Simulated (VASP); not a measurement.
# Au (C2/m) in VASP: single point with PBEsol

Aim: the single point of Au with PBEsol.

Everything below comes from runs of VASP 6.6.1. Logs are shortened: lines on timing, memory, paths and dates and some standing lists are left out, and cuts for length are marked.

### 1 The cell of the first run

The structure is monoclinic, space group C2/m (No. 12). The conventional cell has a = 5.112 Å, b = 2.823 Å, c = 4.893 Å, α = 90.00°, β = 91.07°, γ = 90.00°. Within 3.7 Å of Au (site symmetry m) lie 12 Au at 2.82 to 3.00 Å.

### 2 Single point, PBEsol (strain +0.0187 x Voigt [0, 0, 0, 1, 0, 0])

INCAR

```
PREC     = Accurate       # precision mode
ENCUT    = 500            # plane-wave cutoff, eV
EDIFF    = 1E-6           # SCF threshold, eV
ISMEAR   = 0              # smearing method
SIGMA    = 0.15           # smearing width, eV
LREAL    = F              # projectors in reciprocal space
LASPH    = T              # aspherical terms in the spheres
NELM     = 120            # most SCF steps
ALGO     = Normal         # electronic algorithm
ISIF     = 2              # what is computed and relaxed
LWAVE    = F              # write WAVECAR
LCHARG   = F              # write CHGCAR
GGA      = PS             # functional
NBANDS   = 18             # bands
GGA_COMPAT= F
```

KPOINTS

```
Automatic mesh
0
Gamma
  20 20 10
```

POSCAR

```
Au
1.0
    1.4113099650     -2.5559330250     -0.0238979738
    1.4113099650      2.5559330250      0.0238979738
    0.0000000000      0.0457511359      4.8931696100
Au
2
Direct
    0.6653279700      0.3346720300      0.2500000000
    0.3346720300      0.6653279700      0.7500000000
```

Potentials or basis: VASP PAW PBE potentials, release 64 (Au).

On the command line:

```sh
cat potpaw_PBE.64/Au/POTCAR > POTCAR
mpirun -np 1 vasp_std > vasp.out
```

OUTCAR:

```text
PREC = Accurate
   ENCUT = 500
   EDIFF = 1E-6
   ISMEAR = 0
   LREAL = F
   LASPH = T
   NELM = 120
   ISIF = 2
   GGA = PS

 ion  position               nearest neighbor table
   1  0.665  0.335  0.250-   2 2.94   2 2.94   2 2.95   2 2.97   2 2.97   2 3.00
   2  0.335  0.665  0.750-   1 2.94   1 2.94   1 2.95   1 2.97   1 2.97   1 3.00

  LATTYP: Found a base centered monoclinic cell.
 ALAT       =     5.1120894912
 B/A-ratio  =     0.5521460324
 C/A-ratio  =     0.9572178852
 COS(beta)  =    -0.0186983654

  Lattice vectors:

 A1 = (  -1.4113099650,  -2.5559330250,  -0.0238979738)
 A2 = (   1.4113099650,  -2.5559330250,  -0.0238979738)
 A3 = (   0.0000000000,   0.0457511359,   4.8931696100)

Analysis of symmetry for initial positions (statically):
=====================================================================
 Subroutine PRICEL returns:
 Original cell was already a primitive cell.

 Routine SETGRP: Setting up the symmetry group for a
 base centered monoclinic supercell.

 Subroutine GETGRP returns: Found  4 space group operations
 (whereof  4 operations were pure point group operations)
 out of a pool of  4 trial point group operations.

The static configuration has the point symmetry C_2h.

Analysis of symmetry for dynamics (positions and initial velocities):
=====================================================================
 Subroutine PRICEL returns:
 Original cell was already a primitive cell.

 Routine SETGRP: Setting up the symmetry group for a
 base centered monoclinic supercell.

 Subroutine GETGRP returns: Found  4 space group operations
 (whereof  4 operations were pure point group operations)
 out of a pool of  4 trial point group operations.

The dynamic configuration has the point symmetry C_2h.

 Subroutine INISYM returns: Found  4 space group operations
 (whereof  4 operations are pure point group operations),
 and found     1 'primitive' translations

----------------------------------------------------------------------------------------

                                     Primitive cell

  volume of cell :      35.2983

[... 81 lines left out ...]
   ICHARG =      2    charge: 1-file 2-atom 10-const
   ISPIN  =      1    spin polarized calculation?
   LNONCOLLINEAR =      F non collinear calculations
   LSORBIT =      F    spin-orbit coupling
   LASPH  =      T    aspherical Exc in radial PAW
   ENCUT  =  500.0 eV  36.75 Ry    6.06 a.u.   5.32  5.32  8.92*2*pi/ulx,y,z
   NELM   =    120;   NELMIN=  2; NELMDL= -5     # of ELM steps
   EDIFF  = 0.1E-05   stopping-criterion for ELM
   LREAL  =      F    real-space projection
   EDIFFG = 0.1E-04   stopping-criterion for IOM
   NSW    =      0    number of steps for IOM
   IBRION =     -1    ionic relax: 0-MD 1-quasi-New 2-CG
   NFREE  =      0    steps in history (QN), initial steepest desc. (CG)
   ISIF   =      2    stress and relaxation
   ISYM   =      2    0-nonsym 1-usesym 2-fastsym
   POTIM  = 0.5000    time-step for ionic-motion
   TEBEG  =    0.0;   TEEND  =   0.0 temperature during run
   PSTRESS=    0.0 pullay stress
   NELECT =      22.0000    total number of electrons
   NUPDOWN=      -1.0000    fix difference up-down
   EMIN   =  10.00;   EMAX   =-10.00  energy-range for DOS
   EFERMI =   0.00;   METHOD = LEGACY
   ISMEAR =     0;   SIGMA  =   0.15  broadening in eV -4-tet -1-fermi 0-gaus
   EFERMI_NEDOS =   21; number of points for ismear=-14 and -15
   IALGO  =     38    algorithm
   IMIX   =      4    mixing-type and parameters
     AMIX     =   0.40;   BMIX     =  1.00
     AMIX_MAG =   1.60;   BMIX_MAG =  1.00
  volume/ion in A,a.u.               =      17.65       119.10
  Fermi-wavevector in a.u.,A,eV,Ry     =   1.398399  2.642590 26.606449  1.955519
  Thomas-Fermi vector in A             =   2.521561
   LORBIT       =      0    0 simple, 1 ext, 2 COOP (PROOUT), +10 PAW based schemes
   GGA     = PS    functional components
   LHFCALC =     F    Hartree Fock is set to
   AEXX    =    0.0000 exact exchange contribution
   IVDW    =     0    specifies the selected vdW correction
   LEPSILON=     F    determine dielectric tensor
   LRPA    =     F    only Hartree local field effects (RPA)
 non-spin polarized calculation
 Gauss-broadening in eV      SIGMA  =   0.15
  energy-cutoff  :      500.00
  volume of cell :       35.30
 maximum number of plane-waves:       912
 NGX is ok and might be reduce to    24
   NGX = 11   NGY = 11   NGZ = 17

 number of electron      21.9999996 magnetization

 Free energy of the ion-electron system (eV)
  ---------------------------------------------------
  ext. energy  EPLUGINS =         0.00000000
  ---------------------------------------------------
  free energy    TOTEN  =        -7.80637374 eV

  energy without entropy =       -7.79942570  energy(sigma->0) =       -7.80289972

 E-fermi :   8.6646     XC(G=0): -12.6760

 val. band max:        8.6645537901   @ k =   0.1000  -0.1500   0.1000
 cond. band min:       8.6649998340   @ k =   0.4000   0.0500   0.5000
 fundamental gap:      0.0004460440
 Fermi energy:         8.6645806057

 k-point     1 :       0.0000    0.0000    0.0000
  band No.  band energies     occupation
      1      -0.8532      2.00000
      2       1.5590      2.00000
      3       3.9547      2.00000
      4       4.0153      2.00000
      5       4.3486      2.00000
      6       4.5962      2.00000
[... 481 lines left out ...]
      5       4.3687      2.00000
      6       4.5150      2.00000
[... 10 lines left out ...]
     17      22.6344      0.00000
     18      24.4389      0.00000

 [... further k-points ...]

------------------------ aborting loop because EDIFF is reached ----------------------------------------

  FORCE on cell =-STRESS in cart. coord.  units (eV):
  Direction    XX          YY          ZZ          XY          YZ          ZX
  --------------------------------------------------------------------------------------
  -------------------------------------------------------------------------------------
  Total       -0.9136022     -1.3392224     -1.3579000      0.0000000     -0.0747391      0.0000000
  in kB      -41.4680450    -60.7867764    -61.6345445      0.0000000     -3.3923784      0.0000000
  external PRESSURE =     -54.6297886 kB  Pullay stress =       0.0000000 kB

 VOLUME and BASIS-vectors are now :
 -----------------------------------------------------------------------------
  energy-cutoff  :      500.00
  volume of cell :       35.30
      direct lattice vectors                 reciprocal lattice vectors
     1.411309965 -2.555933025 -0.023897974     0.354280783 -0.195640383  0.001829238
     1.411309965  2.555933025  0.023897974     0.354280783  0.195640383 -0.001829238
     0.000000000  0.045751136  4.893169610     0.000000000 -0.001910994  0.204384379

 POSITION                                       TOTAL-FORCE (eV/Angst)
 -----------------------------------------------------------------------------------
      1.41131     -0.83370      1.21539         0.000000      0.008974     -0.007100
      1.41131      0.87945      3.67778         0.000000     -0.008974      0.007100
 -----------------------------------------------------------------------------------
    total drift:                                0.000000      0.000000     -0.000000

  FREE ENERGIE OF THE ION-ELECTRON SYSTEM (eV)
  ---------------------------------------------------
  free  energy   TOTEN  =        -7.8063737374 eV

  energy  without entropy=       -7.7994257027  energy(sigma->0) =       -7.80289972
```

OSZICAR:

```text
N       E                     dE             d eps       ncg     rms          rms(c)
DAV:   1     0.118374679435E+03    0.11837E+03   -0.11405E+04 38264   0.115E+03
DAV:   2    -0.644041800374E+01   -0.12482E+03   -0.11923E+03 40502   0.255E+02
DAV:   3    -0.847942078433E+01   -0.20390E+01   -0.20269E+01 44542   0.328E+01
DAV:   4    -0.848820863355E+01   -0.87878E-02   -0.87868E-02 41928   0.227E+00
DAV:   5    -0.848828718238E+01   -0.78549E-04   -0.78549E-04 42246   0.230E-01    0.122E+01
DAV:   6    -0.785066680614E+01    0.63762E+00   -0.12314E+00 39594   0.101E+01    0.770E+00
DAV:   7    -0.781155003618E+01    0.39117E-01   -0.99687E-02 43168   0.281E+00    0.352E+00
DAV:   8    -0.780639181189E+01    0.51582E-02   -0.71188E-03 40004   0.701E-01    0.393E-01
DAV:   9    -0.780636585780E+01    0.25954E-04   -0.34965E-05 42732   0.510E-02    0.181E-02
DAV:  10    -0.780637385445E+01   -0.79967E-05   -0.25074E-06 41522   0.151E-02    0.638E-03
DAV:  11    -0.780637373744E+01    0.11702E-06   -0.13460E-07 20598   0.292E-03
   1 F= -.78063737E+01 E0= -.78028997E+01  d E =-.694803E-02
```

stdout:

```text
POSCAR found type information on POSCAR Au
 POSCAR found :  1 types and       2 ions
 scaLAPACK will be used
 -----------------------------------------------------------------------------
|                                                                             |
|                                                                             |
|     You enforced a specific xc type in the INCAR file but a different       |
|     I HOPE YOU KNOW WHAT YOU ARE DOING!                                     |
|                                                                             |
 -----------------------------------------------------------------------------

 LDA part: xc-table for (Slater+PW92), standard interpolation
 POSCAR, INCAR and KPOINTS ok, starting setup
 FFT: planning ... GRIDC
 FFT: planning ... GRID_SOFT
 FFT: planning ... GRID
 WAVECAR not read
 entering main loop
```

Run time: 7.3 min. Hardware: 1 thread of Oxide Virtual Turin-like, shared host; peak memory 0.55 GiB.

What came out:

```yaml
Free_energy: -7.8064 eV
Pressure: -5.5 GPa
Largest_force: 0.011 eV/Å
Band_gap_on_the_k_mesh: zero (bands 11 and 12 overlap by 6.25 eV)
```

Forces in eV/Å, atoms in the order of the input:
```
Au   0.000  0.009 -0.007
Au   0.000 -0.009  0.007
```

Caveat: the cell differs from its parent crystal (strain +0.0187 x Voigt [0, 0, 0, 1, 0, 0]); the cell stands under tension; the PAW data sets were made with another functional, which shifts forces and pressure a little; spin-orbit coupling is left out, which moves the levels of the heavy elements.
